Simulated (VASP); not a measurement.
# TaN (Fm-3m) in VASP: further runs, part 2 of 2

VASP 6.6.1. Earlier steps stand in the parts before.

## 4. Relaxation of cell and atoms, r2SCAN

This run uses another cell than the first one, of 10.35 Å³/atom, 0.974 times its volume.

Contents of POSCAR:

```
TaN
1.0
    0.0000000000      2.1790000000      2.1790000000
    2.1790000000      0.0000000000      2.1790000000
    2.1790000000      2.1790000000      0.0000000000
Ta N
1 1
Direct
    0.5000000000      0.5000000000      0.5000000000
    0.0000000000      0.0000000000      0.0000000000
```

Contents of INCAR.step1:

```
PREC = Accurate ; ENCUT = 600
ISMEAR = 0 ; SIGMA = 0.1
LREAL = F ; LASPH = T
NELM = 80 ; GGA = PE
ALGO = Normal ; EDIFF = 1E-4
LWAVE = T ; LCHARG = F
```

Contents of INCAR.step2:

```
PREC = Accurate ; ENCUT = 600
EDIFF = 1E-6 ; ISMEAR = 0
SIGMA = 0.1 ; LREAL = F
LASPH = T ; NELM = 80
ALGO = Normal ; ISIF = 3
LWAVE = F ; LCHARG = F
METAGGA = R2SCAN ; LMIXTAU = T
IBRION = 2 ; NSW = 100
EDIFFG = -0.05 ; ISTART = 1
```

Contents of KPOINTS:

```
regular mesh
0
Gamma
  8 8 8
```

Potentials or basis: VASP PAW PBE potentials, release 64 (Ta_pv, N).

Launch:

```
cat potpaw_PBE.64/Ta_pv/POTCAR potpaw_PBE.64/N/POTCAR > POTCAR
cp INCAR.step1 INCAR
mpirun -np 1 vasp_std > vasp.out
cp INCAR.step2 INCAR
mpirun -np 1 vasp_std > vasp.out
```

OUTCAR:

```text
PREC = Accurate
   ENCUT = 600
   EDIFF = 1E-6
   ISMEAR = 0
   LREAL = F
   LASPH = T
   NELM = 80
   ISIF = 3
   METAGGA = R2SCAN
   IBRION = 2
   NSW = 100
   EDIFFG = -0.05
   ISTART = 1

 ion  position               nearest neighbor table
   1  0.500  0.500  0.500-   2 2.18   2 2.18   2 2.18   2 2.18   2 2.18   2 2.18
   2  0.000  0.000  0.000-   1 2.18   1 2.18   1 2.18   1 2.18   1 2.18   1 2.18

  LATTYP: Found a face centered cubic cell.
 ALAT       =     4.3580000000

  Lattice vectors:

 A1 = (   0.0000000000,   2.1790000000,   2.1790000000)
 A2 = (   2.1790000000,   0.0000000000,   2.1790000000)
 A3 = (   2.1790000000,   2.1790000000,   0.0000000000)

Analysis of symmetry for initial positions (statically):
=====================================================================
 Subroutine PRICEL returns:
 Original cell was already a primitive cell.

 Routine SETGRP: Setting up the symmetry group for a
 face centered cubic supercell.

 Subroutine GETGRP returns: Found 48 space group operations
 (whereof 48 operations were pure point group operations)
 out of a pool of 48 trial point group operations.

The static configuration has the point symmetry O_h .

Analysis of symmetry for dynamics (positions and initial velocities):
=====================================================================
 Subroutine PRICEL returns:
 Original cell was already a primitive cell.

 Routine SETGRP: Setting up the symmetry group for a
 face centered cubic supercell.

 Subroutine GETGRP returns: Found 48 space group operations
 (whereof 48 operations were pure point group operations)
 out of a pool of 48 trial point group operations.

The dynamic configuration has the point symmetry O_h .

 Subroutine INISYM returns: Found 48 space group operations
 (whereof 48 operations are pure point group operations),
 and found     1 'primitive' translations
[... 126 lines left out ...]
 conjugate gradient relaxation of ions
 non-spin polarized calculation
 Gauss-broadening in eV      SIGMA  =   0.10
  energy-cutoff  :      600.00
  volume of cell :       20.69
 maximum number of plane-waves:       701
 NGX is ok and might be reduce to    28
   NGX = 13   NGY = 13   NGZ = 13

--------------------------------------- Ionic step        1  -------------------------------------------

 number of electron      16.0000001 magnetization

 Free energy of the ion-electron system (eV)
  ---------------------------------------------------
  ext. energy  EPLUGINS =         0.00000000
  ---------------------------------------------------
  free energy    TOTEN  =       -59.57822665 eV

  energy without entropy =      -59.57560024  energy(sigma->0) =      -59.57691345

------------------------ aborting loop because EDIFF is reached ----------------------------------------

  FORCE on cell =-STRESS in cart. coord.  units (eV):
  Direction    XX          YY          ZZ          XY          YZ          ZX
  --------------------------------------------------------------------------------------
  -------------------------------------------------------------------------------------
  Total        1.5728440      1.5728440      1.5728440     -0.0000000     -0.0000000      0.0000000
  in kB      121.7852126    121.7852126    121.7852126     -0.0000000     -0.0000000      0.0000000
  external PRESSURE =     121.7852126 kB  Pullay stress =       0.0000000 kB
[... 59 lines left out ...]
--------------------------------------- Ionic step        3  -------------------------------------------

 number of electron      15.9999999 magnetization

 Free energy of the ion-electron system (eV)
  ---------------------------------------------------
  ext. energy  EPLUGINS =         0.00000000
  ---------------------------------------------------
  free energy    TOTEN  =       -59.60326309 eV

  energy without entropy =      -59.60046404  energy(sigma->0) =      -59.60186357

 E-fermi :   9.6025     XC(G=0): -14.4103

 val. band max:        9.5212709114   @ k =  -0.2500   0.3750   0.1250
 cond. band min:       9.6789980490   @ k =   0.0000   0.0000   0.0000
 fundamental gap:      0.1577271376
 Fermi energy:         9.6024619502

 k-point     1 :       0.0000    0.0000    0.0000
  band No.  band energies     occupation
      1     -27.6096      2.00000
      2     -27.6096      2.00000
      3     -27.6096      2.00000
      4     -10.4164      2.00000
      5       5.4186      2.00000
      6       5.4186      2.00000
      7       5.4186      2.00000
      8       7.3939      2.00000
      9       7.3939      2.00000
     10       7.3939      2.00000
     11       9.6790      0.27908
     12       9.6790      0.27908
[... 331 lines left out ...]
 k-point    24 :      -0.3750    0.2500    0.1250
  band No.  band energies     occupation
      1     -28.3342      2.00000
      2     -27.9064      2.00000
      3     -27.7638      2.00000
      4      -8.0184      2.00000
      5      -0.0032      2.00000
      6       2.0661      2.00000
      7       2.1515      2.00000
      8       9.7669      0.02005
      9      10.2296      0.00000
     10      12.1698      0.00000
     11      14.8426      0.00000
     12      16.0982      0.00000

 [... further k-points ...]
[... 5 lines left out ...]
  --------------------------------------------------------------------------------------
  -------------------------------------------------------------------------------------
  Total       -0.0438721     -0.0438721     -0.0438721      0.0000000      0.0000000      0.0000000
  in kB       -3.2855759     -3.2855759     -3.2855759      0.0000000      0.0000000      0.0000000
  external PRESSURE =      -3.2855759 kB  Pullay stress =       0.0000000 kB
[... 17 lines left out ...]
  FREE ENERGIE OF THE ION-ELECTRON SYSTEM (eV)
  ---------------------------------------------------
  free  energy   TOTEN  =       -59.6032630942 eV

  energy  without entropy=      -59.6004640374  energy(sigma->0) =      -59.60186357

 reached required accuracy - stopping structural energy minimisation
```

OUTCAR.step1:

```text
PREC = Accurate
   ENCUT = 600
   ISMEAR = 0
   LREAL = F
   LASPH = T
[... 581 lines left out ...]
 -----------------------------------------------------------------------------------
      2.17900      2.17900      2.17900         0.000000     -0.000000      0.000000
      0.00000      0.00000      0.00000         0.000000      0.000000     -0.000000
 -----------------------------------------------------------------------------------
    total drift:                                0.000000      0.000000      0.000000

  FREE ENERGIE OF THE ION-ELECTRON SYSTEM (eV)
  ---------------------------------------------------
  free  energy   TOTEN  =       -21.7619583771 eV

  energy  without entropy=      -21.7590698865  energy(sigma->0) =      -21.76051413
```

Run time: 83 s. Hardware: 1 thread of Intel Xeon 6975P-C (Granite Rapids), shared host; peak memory 0.18 GiB.

Results:

```yaml
Free_energy: -59.6033 eV
Relaxed_volume: 10.70 Å³/atom
Relaxed_cell: a = 3.116 Å, b = 3.116 Å, c = 3.116 Å, α = 60.00°, β = 60.00°, γ = 60.00°
Space_group_after_relaxing_to_0.05_Å: Fm-3m (No. 225)
Energy_gained_by_relaxing: 12.5 meV/atom
Ionic_steps: 3
Pressure_after_relaxing: -0.3 GPa
Band_gap_on_the_k_mesh: zero (band 8 reaches 11.45 eV, above the bottom of band 9 at 7.39 eV)
```

The path:
```csv
step,energy change (eV),largest force (eV/Å),pressure (GPa),volume (Å³)
1,0.0000,0.0000,12.18,20.69
2,0.1126,0.0000,-23.27,23.14
3,-0.0250,0.0000,-0.33,21.39
```

Final structure:
```
Ta N
1.0
     0.00000    2.20336    2.20336
     2.20336    0.00000    2.20336
     2.20336    2.20336    0.00000
Ta N
1 1
Direct
  0.50000 0.50000 0.50000
  0.00000 0.00000 0.00000
```

Caveat: the PAW data sets were made with another functional, which shifts forces and pressure a little; spin-orbit coupling is left out, which moves the levels of the heavy elements.

## 5. The runs side by side

| task | cell | k mesh | cutoff (eV) | gap on the mesh (eV) | pressure (GPa) |
| --- | --- | --- | --- | --- | --- |
| single point | a = 3.109 Å, angles 60.0°, 2 atoms | 16 × 16 × 16 | 520 | none | 1.9 |
| single point | a = 3.140 Å, angles 60.0°, 2 atoms | 16 × 16 × 16 | 520 | none | -8.0 |
| relaxation of cell and atoms | relaxed from a = 3.082 Å, angles 60.0°, 2 atoms | 8 × 8 × 8 | 600 | none | -0.3 |

Alike in all rows: level r2SCAN; potentials or basis VASP PAW PBE potentials, release 64 (Ta_pv, N); no spin polarisation; smearing gaussian 0.1 eV.

Caveats: the PAW data sets were made with another functional, which shifts forces and pressure a little; spin-orbit coupling is left out, which moves the levels of the heavy elements.

Total energies depend on the potentials used, so only differences within one code and one set of settings carry meaning.
